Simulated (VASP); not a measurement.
Runs of VASP 6.6.1 on PdC3. The structure is that of space group Im-3m (No. 229), or close to it. The cells are those of the table. The cell was built from a structure type or drawn by symmetry, and may not be a known phase.

```tsv
task	cell	k mesh	cutoff (eV)	gap on the mesh (eV)	pressure (GPa)
relaxation of cell and atoms	relaxed from a = 3.581 Å, angles 109.5°, 4 atoms	16 × 16 × 16	600	none	0.1
single point	a = 3.582 Å, angles 109.5°, 4 atoms	16 × 16 × 16	520	none	(a)
single point	a = 3.581 Å, angles 109.5°, 4 atoms	6 × 6 × 6	600	none	-0.4
single point	a = 4.043 Å, angles 109.5°, 4 atoms	6 × 6 × 6	600	none	-35.2
relaxation of cell and atoms	relaxed from a = 4.043 Å, angles 109.5°, 4 atoms	6 × 6 × 6	600	none	-0.2
```

Alike in all rows: level PBE; potentials or basis VASP PAW PBE potentials, release 64 (Pd, C); no spin polarisation; smearing gaussian 0.1 eV.

Task: Estimate the missing entries.

Result: (a) 0.0.

Caveats: the relaxation stopped at its first step, so nothing moved (at least some runs); the cell stands under tension (at least some runs).

A k mesh can miss the band edges, and the runs leave out spin-orbit coupling on Pd.

A gap of «none» marks levels without a gap at the run's occupations.
